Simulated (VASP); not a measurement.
# Al (I4/mmm) in VASP: single point with r2SCAN

Aim: the single point of Al with r2SCAN.

All numbers are computed with VASP 6.6.1; they aren't measurements. Logs are shortened: lines on timing, memory, paths and dates and some standing lists are left out, and cuts for length are marked.

**1. The cell of the first run**

The structure is tetragonal, space group I4/mmm (No. 139). The conventional cell has a = 2.823 Å, b = 2.823 Å, c = 3.813 Å, α = 90.00°, β = 90.00°, γ = 90.00°. Al (site symmetry 4/mmm) has 12 Al at 2.76 to 2.82 Å within 3.6 Å.

**2. Single point, r2SCAN (strain along c alone, the other axes held: -4.5 %)**

File POSCAR:

```
Al
1.0
    1.9963396846      1.9963396846      0.0000000000
   -1.9963396846      1.9963396846      0.0000000000
    0.0000000000      0.0000000000      3.8130087976
Al
2
Direct
    0.0000000000      0.0000000000      0.0000000000
    0.5000000000      0.5000000000      0.5000000000
```

File INCAR.step1:

```
PREC = Accurate
ENCUT = 520
ISMEAR = 0
SIGMA = 0.1
LREAL = False
LASPH = True
NELM = 80
NBANDS = 10
GGA = PE
ALGO = Normal
EDIFF = 1E-4
LWAVE = True
LCHARG = False
```

File INCAR.step2:

```
PREC = Accurate
ENCUT = 520
EDIFF = 1E-7
ISMEAR = 0
SIGMA = 0.1
LREAL = False
LASPH = True
NELM = 80
ALGO = Normal
ISIF = 2
LWAVE = False
LCHARG = False
METAGGA = R2SCAN
LMIXTAU = True
NBANDS = 10
ISTART = 1
```

File KPOINTS:

```
regular mesh
0
Gamma
  18 18 14
```

Potentials or basis: VASP PAW PBE potentials, release 64 (Al).

Started as:

```sh
$ cat potpaw_PBE.64/Al/POTCAR > POTCAR
$ cp INCAR.step1 INCAR
$ mpirun -np 1 vasp_std > vasp.out
$ cp INCAR.step2 INCAR
$ mpirun -np 1 vasp_std > vasp.out
```

OUTCAR:

```text
PREC = Accurate
   ENCUT = 520
   EDIFF = 1E-7
   ISMEAR = 0
   LREAL = False
   LASPH = True
   NELM = 80
   ISIF = 2
   METAGGA = R2SCAN
   ISTART = 1

 ion  position               nearest neighbor table
   1  0.000  0.000  0.000-   2 2.76   2 2.76   2 2.76   2 2.76   2 2.76   2 2.76   2 2.76   2 2.76

   2  0.500  0.500  0.500-   1 2.76   1 2.76   1 2.76   1 2.76   1 2.76   1 2.76   1 2.76   1 2.76

  LATTYP: Found a simple tetragonal cell.
 ALAT       =     2.8232506571
 C/A-ratio  =     1.3505739521

  Lattice vectors:

 A1 = (   1.9963396846,   1.9963396846,   0.0000000000)
 A2 = (  -1.9963396846,   1.9963396846,   0.0000000000)
 A3 = (   0.0000000000,   0.0000000000,   3.8130087976)

Analysis of symmetry for initial positions (statically):
=====================================================================
 Subroutine PRICEL returns following result:

  LATTYP: Found a body centered tetragonal cell.
 ALAT       =     2.8232506571
 C/A-ratio  =     1.3505739521

  Lattice vectors:

 A1 = (   0.0000000000,  -1.9963396846,  -1.9065043988)
 A2 = (   0.0000000000,   1.9963396846,  -1.9065043988)
 A3 = (   1.9963396846,   0.0000000000,   1.9065043988)

   2 primitive cells build up your supercell.

 Routine SETGRP: Setting up the symmetry group for a
 simple tetragonal supercell.

 Subroutine GETGRP returns: Found 16 space group operations
 (whereof 16 operations were pure point group operations)
 out of a pool of 16 trial point group operations.

The static configuration has the point symmetry D_4h.

Analysis of symmetry for dynamics (positions and initial velocities):
=====================================================================
 Subroutine PRICEL returns following result:

  LATTYP: Found a body centered tetragonal cell.
 ALAT       =     2.8232506571
 C/A-ratio  =     1.3505739521

  Lattice vectors:

 A1 = (   0.0000000000,  -1.9963396846,  -1.9065043988)
 A2 = (   0.0000000000,   1.9963396846,  -1.9065043988)
 A3 = (   1.9963396846,   0.0000000000,   1.9065043988)

   2 primitive cells build up your supercell.

 Routine SETGRP: Setting up the symmetry group for a
 simple tetragonal supercell.

 Subroutine GETGRP returns: Found 16 space group operations
 (whereof 16 operations were pure point group operations)
 out of a pool of 16 trial point group operations.

The dynamic configuration has the point symmetry D_4h.

 Subroutine INISYM returns: Found 16 space group operations
 (whereof 16 operations are pure point group operations),
 and found     2 'primitive' translations

----------------------------------------------------------------------------------------

                                     Primitive cell

  volume of cell :      15.1963

  direct lattice vectors                    reciprocal lattice vectors
     0.000000000 -1.996339685 -1.906504399     0.250458378 -0.250458378 -0.262260082
     0.000000000  1.996339685 -1.906504399     0.250458378  0.250458378 -0.262260082
     1.996339685  0.000000000  1.906504399     0.500916757  0.000000000  0.000000000

  length of vectors
     2.760458505  2.760458505  2.760458505     0.440725707  0.440725707  0.500916757

  position of ions in fractional coordinates (direct lattice)
     0.000000000  0.000000000  0.000000000

  ion indices of the primitive-cell ions
   primitive index   ion index
                 1           1

----------------------------------------------------------------------------------------

 KPOINTS: regular mesh

Automatic generation of k-mesh.
 Grid dimensions read from file:
 generate k-points for:   18   18   14

 Generating k-lattice:

  Cartesian coordinates                     Fractional coordinates (reciprocal lattice)
     0.013914354  0.013914354  0.000000000     0.055555556  0.000000000  0.000000000
    -0.013914354  0.013914354  0.000000000     0.000000000  0.055555556  0.000000000
     0.000000000  0.000000000  0.018732863     0.000000000  0.000000000  0.071428571

  Length of vectors
     0.019677869  0.019677869  0.018732863

  Shift w.r.t. Gamma in fractional coordinates (k-lattice)
     0.000000000  0.000000000  0.000000000

 Subroutine IBZKPT returns following result:
 ===========================================

 Found    440 irreducible k-points:

 Following reciprocal coordinates:
            Coordinates               Weight
  0.000000  0.000000  0.000000      1.000000
  0.055556  0.000000  0.000000      4.000000
  0.111111  0.000000  0.000000      4.000000
  0.166667  0.000000  0.000000      4.000000
  0.222222  0.000000  0.000000      4.000000
  0.277778  0.000000  0.000000      4.000000
[... 16 lines left out ...]
  0.277778  0.111111  0.000000      8.000000
  0.333333  0.111111  0.000000      8.000000
 [... further k-points ...]
   k-points           NKPTS =    440   k-points in BZ     NKDIM =    440   number of bands    NBANDS=     10
   number of dos      NEDOS =    301   number of ions     NIONS =      2
   total plane-waves  NPLWV =  16128
   dimension x,y,z NGX =    24 NGY =   24 NGZ =   28
   dimension x,y,z NGXF=    48 NGYF=   48 NGZF=   56
   ions per type =               2
   NGX,Y,Z   is equivalent  to a cutoff of  14.13, 14.13, 12.21 a.u.
   NGXF,Y,Z  is equivalent  to a cutoff of  28.26, 28.26, 24.42 a.u.
 SYSTEM =  unknown system
   PREC   = accura    normal or accurate (medium, high low for compatibility)
   ISTART =      1    job   : 0-new  1-cont  2-samecut
   ICHARG =      0    charge: 1-file 2-atom 10-const
   ISPIN  =      1    spin polarized calculation?
   LNONCOLLINEAR =      F non collinear calculations
   LSORBIT =      F    spin-orbit coupling
   LASPH  =      T    aspherical Exc in radial PAW
   ENCUT  =  520.0 eV  38.22 Ry    6.18 a.u.   5.25  5.25  7.09*2*pi/ulx,y,z
   NELM   =     80;   NELMIN=  2; NELMDL=  0     # of ELM steps
   EDIFF  = 0.1E-06   stopping-criterion for ELM
   LREAL  =      F    real-space projection
   EDIFFG = 0.1E-05   stopping-criterion for IOM
   NSW    =      0    number of steps for IOM
   IBRION =     -1    ionic relax: 0-MD 1-quasi-New 2-CG
   NFREE  =      0    steps in history (QN), initial steepest desc. (CG)
   ISIF   =      2    stress and relaxation
   ISYM   =      2    0-nonsym 1-usesym 2-fastsym
   POTIM  = 0.5000    time-step for ionic-motion
   TEBEG  =    0.0;   TEEND  =   0.0 temperature during run
   PSTRESS=    0.0 pullay stress
   NELECT =       6.0000    total number of electrons
   NUPDOWN=      -1.0000    fix difference up-down
   EMIN   =  10.00;   EMAX   =-10.00  energy-range for DOS
   EFERMI =   0.00;   METHOD = LEGACY
   ISMEAR =     0;   SIGMA  =   0.10  broadening in eV -4-tet -1-fermi 0-gaus
   EFERMI_NEDOS =   21; number of points for ismear=-14 and -15
   IALGO  =     38    algorithm
   IMIX   =      4    mixing-type and parameters
     AMIX     =   0.40;   BMIX     =  1.00
     AMIX_MAG =   1.60;   BMIX_MAG =  1.00
  volume/ion in A,a.u.               =      15.20       102.55
  Fermi-wavevector in a.u.,A,eV,Ry     =   0.953242  1.801366 12.363202  0.908670
  Thomas-Fermi vector in A             =   2.081879
   LORBIT       =      0    0 simple, 1 ext, 2 COOP (PROOUT), +10 PAW based schemes
   METAGGA = R2SCAN    functional components
   LHFCALC =     F    Hartree Fock is set to
   AEXX    =    0.0000 exact exchange contribution
   IVDW    =     0    specifies the selected vdW correction
   LEPSILON=     F    determine dielectric tensor
   LRPA    =     F    only Hartree local field effects (RPA)
 non-spin polarized calculation
 Gauss-broadening in eV      SIGMA  =   0.10
  energy-cutoff  :      520.00
  volume of cell :       30.39
 maximum number of plane-waves:       840
 NGX is ok and might be reduce to    24
   NGX = 11   NGY = 11   NGZ = 15

 number of electron       6.0000000 magnetization

 Free energy of the ion-electron system (eV)
  ---------------------------------------------------
  ext. energy  EPLUGINS =         0.00000000
  ---------------------------------------------------
  free energy    TOTEN  =       -13.44680421 eV

  energy without entropy =      -13.44221005  energy(sigma->0) =      -13.44450713

 E-fermi :   8.9074     XC(G=0): -11.2163

 val. band max:        8.8983469342   @ k =   0.2222   0.1111   0.2857
 cond. band min:       8.9075749282   @ k =   0.1111   0.0000   0.0714
 fundamental gap:      0.0092279941
 Fermi energy:         8.9073772438

 k-point     1 :       0.0000    0.0000    0.0000
  band No.  band energies     occupation
      1      -3.5344      2.00000
      2       6.0849      2.00000
      3       7.8671      2.00000
      4      13.9815      0.00000
      5      14.6935      0.00000
      6      14.6935      0.00000
      7      19.1200      0.00000
      8      22.5507      0.00000
      9      22.5507      0.00000
     10      23.0914      0.00000

 k-point     2 :       0.0556    0.0000    0.0000
  band No.  band energies     occupation
      1      -3.4736      2.00000
      2       6.1397      2.00000
      3       7.9191      2.00000
      4      12.7969      0.00000
      5      14.7448      0.00000
      6      15.5549      0.00000
      7      19.6007      0.00000
      8      21.6675      0.00000
      9      22.5190      0.00000
     10      22.6100      0.00000

 k-point     3 :       0.1111    0.0000    0.0000
  band No.  band energies     occupation
      1      -3.2914      2.00000
      2       6.3043      2.00000
      3       8.0641      2.00000
      4      11.2270      0.00000
      5      14.8987      0.00000
      6      16.2953      0.00000
      7      20.0976      0.00000
      8      20.9109      0.00000
      9      21.3801      0.00000
     10      22.7878      0.00000

 k-point     4 :       0.1667    0.0000    0.0000
  band No.  band energies     occupation
      1      -2.9882      2.00000
      2       6.5786      2.00000
      3       8.2111      2.00000
      4       9.7568      0.00000
      5      15.1553      0.00000
      6      16.8451      0.00000
      7      18.4671      0.00000
      8      20.0853      0.00000
      9      22.7173      0.00000
     10      23.0839      0.00000

 k-point     5 :       0.2222    0.0000    0.0000
  band No.  band energies     occupation
      1      -2.5650      2.00000
      2       6.9630      2.00000
      3       7.6352      2.00000
      4       9.1741      0.00016
      5      15.5150      0.00000
      6      16.8945      0.00000
      7      17.3785      0.00000
      8      18.7495      0.00000
      9      23.4979      0.00000
     10      24.7364      0.00000

 k-point     6 :       0.2778    0.0000    0.0000
  band No.  band energies     occupation
      1      -2.0228      2.00000
      2       6.2920      2.00000
      3       7.4578      2.00000
      4       9.5482      0.00000
      5      15.4121      0.00000
      6      15.9782      0.00000
      7      17.4236      0.00000
      8      17.9703      0.00000
      9      23.3973      0.00000
     10      24.0294      0.00000
[... 183 lines left out ...]
 k-point    21 :       0.1667    0.1111    0.0000
  band No.  band energies     occupation
      1      -2.7462      2.00000
      2       6.7982      2.00000
      3       8.4377      2.00000
      4       9.7040      0.00000
      5      12.5751      0.00000
      6      18.6890      0.00000
      7      19.8304      0.00000
      8      19.8906      0.00000
      9      20.6107      0.00000
     10      23.1676      0.00000

 k-point    22 :       0.2222    0.1111    0.0000
  band No.  band energies     occupation
      1      -2.3237      2.00000
      2       7.1828      2.00000
      3       7.8448      2.00000
      4       9.2664      0.00000
      5      12.8089      0.00000
      6      17.1157      0.00000
      7      18.7544      0.00000
      8      20.5179      0.00000
      9      21.0081      0.00000
     10      22.1481      0.00000

 k-point    23 :       0.2778    0.1111    0.0000
  band No.  band energies     occupation
      1      -1.7825      2.00000
      2       6.5024      2.00000
      3       7.6777      2.00000
      4       9.6837      0.00000
      5      13.2451      0.00000
      6      15.6331      0.00000
      7      17.5137      0.00000
      8      20.7925      0.00000
      9      21.1441      0.00000
     10      21.5186      0.00000

 k-point    24 :       0.3333    0.1111    0.0000
  band No.  band energies     occupation
      1      -1.1241      2.00000
      2       5.1369      2.00000
      3       8.2833      2.00000
      4      10.2996      0.00000
      5      13.8195      0.00000
      6      14.2531      0.00000
      7      16.2638      0.00000
      8      19.5147      0.00000
      9      21.8088      0.00000
     10      22.1415      0.00000

 [... further k-points ...]
[... 5 lines left out ...]
  --------------------------------------------------------------------------------------
  -------------------------------------------------------------------------------------
  Total        0.6858623      0.6858623      1.2447943      0.0000000     -0.0000000      0.0000000
  in kB       36.1560385     36.1560385     65.6207972      0.0000000     -0.0000000      0.0000000
  external PRESSURE =      45.9776248 kB  Pullay stress =       0.0000000 kB

 VOLUME and BASIS-vectors are now :
 -----------------------------------------------------------------------------
  energy-cutoff  :      520.00
  volume of cell :       30.39
      direct lattice vectors                 reciprocal lattice vectors
     1.996339685  1.996339685  0.000000000     0.250458378  0.250458378  0.000000000
    -1.996339685  1.996339685  0.000000000    -0.250458378  0.250458378  0.000000000
     0.000000000  0.000000000  3.813008798     0.000000000  0.000000000  0.262260082

 POSITION                                       TOTAL-FORCE (eV/Angst)
 -----------------------------------------------------------------------------------
      0.00000      0.00000      0.00000         0.000000      0.000000     -0.000000
      0.00000      1.99634      1.90650        -0.000000     -0.000000      0.000000
 -----------------------------------------------------------------------------------
    total drift:                               -0.000000      0.000000     -0.000000

  FREE ENERGIE OF THE ION-ELECTRON SYSTEM (eV)
  ---------------------------------------------------
  free  energy   TOTEN  =       -13.4468042115 eV

  energy  without entropy=      -13.4422100504  energy(sigma->0) =      -13.44450713
```

Run time: 2.2 min. Hardware: 1 thread of Intel Xeon Platinum 8488C (Sapphire Rapids), shared host; peak memory 0.22 GiB.

What came out:

```yaml
Free_energy: -13.4468 eV
Pressure: 4.6 GPa
Band_gap_on_the_k_mesh: zero (bands 3 and 4 overlap by 12.39 eV)
```

Caveat: the cell differs from its parent crystal (strain along c alone, the other axes held: -4.5 %); the cell stands under pressure; the PAW data sets were made with another functional, which shifts forces and pressure a little.
